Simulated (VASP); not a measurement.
# Al2Cu (P1) in VASP: single point with r2SCAN

Aim: the single point of Al2Cu with r2SCAN.

All numbers are computed with VASP 6.6.1; they aren't measurements. Logs are shortened: lines on timing, memory, paths and dates and some standing lists are left out, and cuts for length are marked.

## Step 1: The cell of the first run

The typed cell holds 3 atoms: a = 4.087 Å, b = 4.103 Å, c = 2.909 Å, α = 89.50°, β = 90.28°, γ = 89.96°.

## Step 2: Single point, r2SCAN

POSCAR reads:

```
Al2Cu
1.0
    4.0866984621      0.0013549814     -0.0100177851
    0.0013549814      4.1025583957      0.0178365925
   -0.0070556074      0.0125624568      2.9085422956
Al Cu
2 1
Direct
    0.4687560276      0.0117958310      0.4766540501
    0.0213922591      0.5074259987      0.4270045301
    0.0251393845      0.0352885078      0.0181625366
```

INCAR.step1 reads:

```
PREC = Accurate
ENCUT = 900
ISMEAR = 0
SIGMA = 0.1
LREAL = F
LASPH = T
NELM = 120
NBANDS = 20
GGA = PE
ALGO = Normal
EDIFF = 1E-5
LWAVE = T
LCHARG = F
GGA_COMPAT = F
```

INCAR.step2 reads:

```
PREC = Accurate
ENCUT = 900
EDIFF = 1E-6
ISMEAR = 0
SIGMA = 0.1
LREAL = F
LASPH = T
NELM = 120
ALGO = Normal
ISIF = 2
LWAVE = F
LCHARG = F
METAGGA = R2SCAN
LMIXTAU = T
NBANDS = 20
ISTART = 1
GGA_COMPAT = F
```

KPOINTS reads:

```
Automatic mesh
0
Gamma
  1 1 1
```

Potentials or basis: VASP PAW PBE potentials, release 64 (Al, Cu_sv_GW).

On the command line:

```
cat potpaw_PBE.64/Al/POTCAR potpaw_PBE.64/Cu_sv_GW/POTCAR > POTCAR
cp INCAR.step1 INCAR
mpirun -np 1 vasp_gam > vasp.out
cp INCAR.step2 INCAR
mpirun -np 1 vasp_gam > vasp.out
```

OUTCAR:

```text
PREC = Accurate
   ENCUT = 900
   EDIFF = 1E-6
   ISMEAR = 0
   LREAL = F
   LASPH = T
   NELM = 120
   ISIF = 2
   METAGGA = R2SCAN
   ISTART = 1

 ion  position               nearest neighbor table
   1  0.469  0.012  0.477-   3 2.25   3 2.41   3 2.64   2 2.74   3 2.76   2 2.77   2 3.04   2 3.07

   2  0.021  0.507  0.427-   3 2.28   3 2.46   3 2.58   1 2.74   1 2.77   3 2.78   1 3.04   1 3.07

   3  0.025  0.035  0.018-   1 2.25   2 2.28   1 2.41   2 2.46   2 2.58   1 2.64   1 2.76   2 2.78

  LATTYP: Found a triclinic cell.
 ALAT       =     2.9085779828
 B/A-ratio  =     1.7360885874
 C/A-ratio  =     1.4050546312
 COS(alpha) =     0.0022793445
 COS(beta)  =     0.0048756307
 COS(gamma) =     0.5830481950

  Lattice vectors:

 A1 = (  -0.0070556074,   0.0125624568,   2.9085422956)
 A2 = (  -0.0057006260,   4.1151208525,   2.9263788881)
 A3 = (  -4.0866984621,  -0.0013549814,   0.0100177851)

Analysis of symmetry for initial positions (statically):
=====================================================================
 Subroutine PRICEL returns:
 Original cell was already a primitive cell.

 Routine SETGRP: Setting up the symmetry group for a
 triclinic supercell.

 Subroutine GETGRP returns: Found  1 space group operations
 (whereof  1 operations were pure point group operations)
 out of a pool of  2 trial point group operations.

The static configuration has the point symmetry C_1 .

Analysis of symmetry for dynamics (positions and initial velocities):
=====================================================================
 Subroutine PRICEL returns:
 Original cell was already a primitive cell.

 Routine SETGRP: Setting up the symmetry group for a
 triclinic supercell.

 Subroutine GETGRP returns: Found  1 space group operations
 (whereof  1 operations were pure point group operations)
 out of a pool of  2 trial point group operations.

The dynamic configuration has the point symmetry C_1 .

 Subroutine INISYM returns: Found  1 space group operations
 (whereof  1 operations are pure point group operations),
 and found     1 'primitive' translations

----------------------------------------------------------------------------------------

                                     Primitive cell

  volume of cell :      48.7632

  direct lattice vectors                    reciprocal lattice vectors
     4.086698462  0.001354981 -0.010017785     0.244697785 -0.000083400  0.000593954
     0.001354981  4.102558396  0.017836593    -0.000083400  0.243754945 -0.001053019
    -0.007055607  0.012562457  2.908542296     0.000843315 -0.001495111  0.343823342

  length of vectors
     4.086710965  4.102597393  2.908577983     0.244698520  0.243757234  0.343827627

  position of ions in fractional coordinates (direct lattice)
     0.468756028  0.011795831  0.476654050
     0.021392259  0.507425999  0.427004530
     0.025139385  0.035288508  0.018162537

  ion indices of the primitive-cell ions
   primitive index   ion index
                 1           1
                 2           2
                 3           3

----------------------------------------------------------------------------------------

 KPOINTS: Automatic mesh

Automatic generation of k-mesh.
 Grid dimensions read from file:
 generate k-points for:    1    1    1

 Generating k-lattice:

  Cartesian coordinates                     Fractional coordinates (reciprocal lattice)
     0.244697785 -0.000083400  0.000593954     1.000000000  0.000000000  0.000000000
    -0.000083400  0.243754945 -0.001053019     0.000000000  1.000000000  0.000000000
     0.000843315 -0.001495111  0.343823342     0.000000000  0.000000000  1.000000000

  Length of vectors
     0.244698520  0.243757234  0.343827627

  Shift w.r.t. Gamma in fractional coordinates (k-lattice)
     0.000000000  0.000000000  0.000000000

 Subroutine IBZKPT returns following result:
 ===========================================

 Found      1 irreducible k-points:

 Following reciprocal coordinates:
            Coordinates               Weight
  0.000000  0.000000  0.000000      1.000000
   k-points           NKPTS =      1   k-points in BZ     NKDIM =      1   number of bands    NBANDS=     20
   number of dos      NEDOS =    301   number of ions     NIONS =      3
   total plane-waves  NPLWV =  44800
   dimension x,y,z NGX =    40 NGY =   40 NGZ =   28
   dimension x,y,z NGXF=    80 NGYF=   80 NGZF=   56
   ions per type =               2   1
   NGX,Y,Z   is equivalent  to a cutoff of  16.27, 16.21, 16.00 a.u.
   NGXF,Y,Z  is equivalent  to a cutoff of  32.54, 32.42, 32.01 a.u.
 SYSTEM =  unknown system
   PREC   = accura    normal or accurate (medium, high low for compatibility)
   ISTART =      1    job   : 0-new  1-cont  2-samecut
   ICHARG =      0    charge: 1-file 2-atom 10-const
   ISPIN  =      1    spin polarized calculation?
   LNONCOLLINEAR =      F non collinear calculations
   LSORBIT =      F    spin-orbit coupling
   LASPH  =      T    aspherical Exc in radial PAW
   ENCUT  =  900.0 eV  66.15 Ry    8.13 a.u.  10.00 10.04  7.11*2*pi/ulx,y,z
   NELM   =    120;   NELMIN=  2; NELMDL=  0     # of ELM steps
   EDIFF  = 0.1E-05   stopping-criterion for ELM
   LREAL  =      F    real-space projection
   EDIFFG = 0.1E-04   stopping-criterion for IOM
   NSW    =      0    number of steps for IOM
   IBRION =     -1    ionic relax: 0-MD 1-quasi-New 2-CG
   NFREE  =      0    steps in history (QN), initial steepest desc. (CG)
   ISIF   =      2    stress and relaxation
   ISYM   =      2    0-nonsym 1-usesym 2-fastsym
   POTIM  = 0.5000    time-step for ionic-motion
   TEBEG  =    0.0;   TEEND  =   0.0 temperature during run
   PSTRESS=    0.0 pullay stress
   NELECT =      25.0000    total number of electrons
   NUPDOWN=      -1.0000    fix difference up-down
   EMIN   =  10.00;   EMAX   =-10.00  energy-range for DOS
   EFERMI =   0.00;   METHOD = LEGACY
   ISMEAR =     0;   SIGMA  =   0.10  broadening in eV -4-tet -1-fermi 0-gaus
   EFERMI_NEDOS =   21; number of points for ismear=-14 and -15
   IALGO  =     38    algorithm
   IMIX   =      4    mixing-type and parameters
     AMIX     =   0.40;   BMIX     =  1.00
     AMIX_MAG =   1.60;   BMIX_MAG =  1.00
  volume/ion in A,a.u.               =      16.25       109.69
  Fermi-wavevector in a.u.,A,eV,Ry     =   1.310260  2.476033 23.358230  1.716782
  Thomas-Fermi vector in A             =   2.440803
   LORBIT       =      0    0 simple, 1 ext, 2 COOP (PROOUT), +10 PAW based schemes
   METAGGA = R2SCAN    functional components
   LHFCALC =     F    Hartree Fock is set to
   AEXX    =    0.0000 exact exchange contribution
   IVDW    =     0    specifies the selected vdW correction
   LEPSILON=     F    determine dielectric tensor
   LRPA    =     F    only Hartree local field effects (RPA)
 non-spin polarized calculation
 Gauss-broadening in eV      SIGMA  =   0.10
  energy-cutoff  :      900.00
  volume of cell :       48.76
 maximum number of plane-waves:      1494
 NGX is ok and might be reduce to    40
   NGX = 19   NGY = 21   NGZ = 15

 number of electron      25.0000009 magnetization

 Free energy of the ion-electron system (eV)
  ---------------------------------------------------
  ext. energy  EPLUGINS =         0.00000000
  ---------------------------------------------------
  free energy    TOTEN  =       -24.67837121 eV

  energy without entropy =      -24.62195226  energy(sigma->0) =      -24.65016173

 E-fermi :   7.2375     XC(G=0): -11.1225

 val. band max:        7.2375452986   @ k =   0.0000   0.0000   0.0000
 cond. band min:       8.2505493408   @ k =   0.0000   0.0000   0.0000
 fundamental gap:      1.0130040422
 Fermi energy:         7.2375452986

 k-point     1 :       0.0000    0.0000    0.0000
  band No.  band energies     occupation
      1    -111.2158      2.00000
      2     -67.0834      2.00000
      3     -67.0084      2.00000
      4     -66.9930      2.00000
      5      -3.9202      2.00000
      6       1.4298      2.00000
      7       1.7448      2.00000
      8       2.3699      2.00000
      9       2.5028      2.00000
     10       2.5399      2.00000
     11       4.5789      2.00000
     12       4.7459      2.00000
     13       7.2375      1.00000
     14       8.2505      0.00000
     15      13.3322      0.00000
     16      13.8815      0.00000
     17      13.9116      0.00000
     18      14.5067      0.00000
     19      14.6284      0.00000
     20      19.9150      0.00000

------------------------ aborting loop because EDIFF is reached ----------------------------------------

  FORCE on cell =-STRESS in cart. coord.  units (eV):
  Direction    XX          YY          ZZ          XY          YZ          ZX
  --------------------------------------------------------------------------------------
  -------------------------------------------------------------------------------------
  Total       15.5979263     17.3075582    -29.8716428     -0.2229354      0.2945748      0.9083991
  in kB      512.4901063    568.6622808   -981.4715798     -7.3248333      9.6786358     29.8466296
  external PRESSURE =      33.2269358 kB  Pullay stress =       0.0000000 kB

 VOLUME and BASIS-vectors are now :
 -----------------------------------------------------------------------------
  energy-cutoff  :      900.00
  volume of cell :       48.76
      direct lattice vectors                 reciprocal lattice vectors
     4.086698462  0.001354981 -0.010017785     0.244697785 -0.000083400  0.000593954
     0.001354981  4.102558396  0.017836593    -0.000083400  0.243754945 -0.001053019
    -0.007055607  0.012562457  2.908542296     0.000843315 -0.001495111  0.343823342

 POSITION                                       TOTAL-FORCE (eV/Angst)
 -----------------------------------------------------------------------------------
      1.91232      0.05502      1.38188         2.673592     -0.058808      0.724656
      0.08510      2.08714      1.25080        -1.130120      0.888696      1.018974
      0.10266      0.14504      0.05320        -1.543472     -0.829888     -1.743630
 -----------------------------------------------------------------------------------
    total drift:                                0.006646      0.014357     -0.000771

  FREE ENERGIE OF THE ION-ELECTRON SYSTEM (eV)
  ---------------------------------------------------
  free  energy   TOTEN  =       -24.6783712134 eV

  energy  without entropy=      -24.6219522551  energy(sigma->0) =      -24.65016173
```

Run time: 74 s. Hardware: 1 thread of Intel Xeon Platinum 8259CL at 2.50GHz (Skylake/Cascade Lake), shared host; peak memory 0.22 GiB.

What came out:

* Free energy: -24.6784 eV
* Pressure: 3.3 GPa
* Largest force: 2.771 eV/Å
* Band gap on the k mesh: zero (an odd number of electrons rules out a gap without spin polarisation)

Forces on the atoms (eV/Å):
```
Al   2.674 -0.059  0.725
Al  -1.130  0.889  1.019
Cu  -1.543 -0.830 -1.744
```

Stress tensor (GPa, compression positive):
```
 51.25  -0.73   2.98
 -0.73  56.87   0.97
  2.98   0.97 -98.15
```

Levels at points of the mesh, in eV from the Fermi level:
```
           k point  band 10  band 11  band 12  band 13  band 14  band 15  band 16  band 17
(0.00, 0.00, 0.00)    -4.70    -2.66    -2.49     0.00     1.01     6.09     6.64     6.67
```

Caveat: the k points lie up to 2.16 Å⁻¹ apart, too coarse for converged energies and pressures of a metal; the PAW data sets were made with another functional, which shifts forces and pressure a little.

The gap in the log of VASP goes by the Fermi energy; the results here count the filled bands.